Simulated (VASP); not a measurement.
Ba: single point with PBE

Crystal: Ba.

```
Ba
1.0
     3.92940   -2.23380   -0.09572
     3.92940    2.23380   -0.09572
    -2.44259    0.00000   14.68169
Ba
4
Cartesian
  1.3065 0.0000 1.8044
  4.1097 0.0000 12.6859
  1.4682 0.0000 9.0960
  3.9480 0.0000 5.3942
```

```yaml
Program: VASP 6.6.1
Task: single point
Functional: PBE
Potentials_or_basis: VASP PAW PBE potentials, release 64 (Ba_sv)
Cutoff: 520 eV
k_mesh: 4 × 4 × 2
Occupations: gaussian, width 0.1 eV
Spin: no spin polarisation
Dipole_correction: no
Further_INCAR_settings: ALGO = Normal; EDIFF = 1e-06; NBANDS = 28
```

```
Pressure               : 0.1 GPa
Largest force          : 0.006 eV/Å
Band gap on the k mesh : zero (band 20 reaches 1.56 eV, above the bottom of band 21 at 1.54 eV)
```

Forces in eV/Å, atoms in the order of the input:
```
Ba   0.004  0.000 -0.003
Ba  -0.004  0.000  0.003
Ba   0.001  0.000  0.005
Ba  -0.001  0.000 -0.005
```

Stress tensor (GPa, compression positive):
```
0.00 0.00 0.02
0.00 0.09 0.00
0.02 0.00 0.19
```

Levels at points of the mesh, in eV from the Fermi level:
```csv
k point,band 18,band 19,band 20,band 21,band 22,band 23
"(0.00, 0.00, 0.00)",-1.80,-1.80,-0.92,1.04,1.04,1.07
"(0.50, 0.00, 0.00)",-0.78,-0.51,-0.36,0.04,0.05,0.48
"(0.50, 0.50, 0.00)",-0.70,-0.57,-0.53,-0.01,0.30,0.47
"(0.00, 0.00, 0.50)",-2.47,-1.13,-1.13,0.89,0.93,1.52
"(0.50, 0.00, 0.50)",-0.68,-0.54,-0.51,-0.05,0.28,0.44
"(0.50, 0.50, 0.50)",-0.80,-0.53,-0.37,0.09,0.09,0.46
```

Wall time 45 s on 1 thread of Intel(R) Xeon(R) Platinum 8559C (Emerald Rapids), with other jobs on the host, peak memory 0.38 GiB.

Caveat: the k points lie up to 0.41 Å⁻¹ apart; spin-orbit coupling is left out, which moves the levels of the heavy elements.
